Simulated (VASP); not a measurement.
Input of a VASP 6.6.1 run:

File INCAR:

```
ALGO = Normal
EDIFF = 1E-6
ENCUT = 520
GGA = PE
ISIF = 2
ISMEAR = 0
LASPH = T
LCHARG = T
LELF = T
LREAL = F
LVHAR = T
LWAVE = F
NBANDS = 39
NELM = 80
PREC = Accurate
SIGMA = 0.1
```

The input KPOINTS:

```
k-points
0
Gamma
  12 12 4
```

File POSCAR:

```
Ta5N
1.0
    3.0515834254      0.0000000000      0.0000000000
   -1.5257917127      2.6427487682      0.0000000000
    0.0000000000      0.0000000000     12.1285561931
Ta N
5 1
Direct
    0.6666666667      0.3333333333      0.8943722176
    0.3333333333      0.6666666667      0.1056277824
    0.6666666667      0.3333333333      0.3037922143
    0.3333333333      0.6666666667      0.6962077857
    0.0000000000      0.0000000000      0.5000000000
    0.0000000000      0.0000000000      0.0000000000
```

Potentials or basis: VASP PAW PBE potentials, release 64 (Ta_pv, N).

The run is started by

```sh
$ cat potpaw_PBE.64/Ta_pv/POTCAR potpaw_PBE.64/N/POTCAR > POTCAR
$ mpirun -np 1 vasp_std > vasp.out
```

(1) Estimate the band gap on the k mesh.

(2) Predict the pressure.

(3) Estimate the largest force.

Results:

(1) zero (bands 30 and 31 overlap by 0.94 eV).

(2) 0.1 GPa.

(3) 0.049 eV/Å.

Caveat: spin-orbit coupling is left out, which moves the levels of the heavy elements.
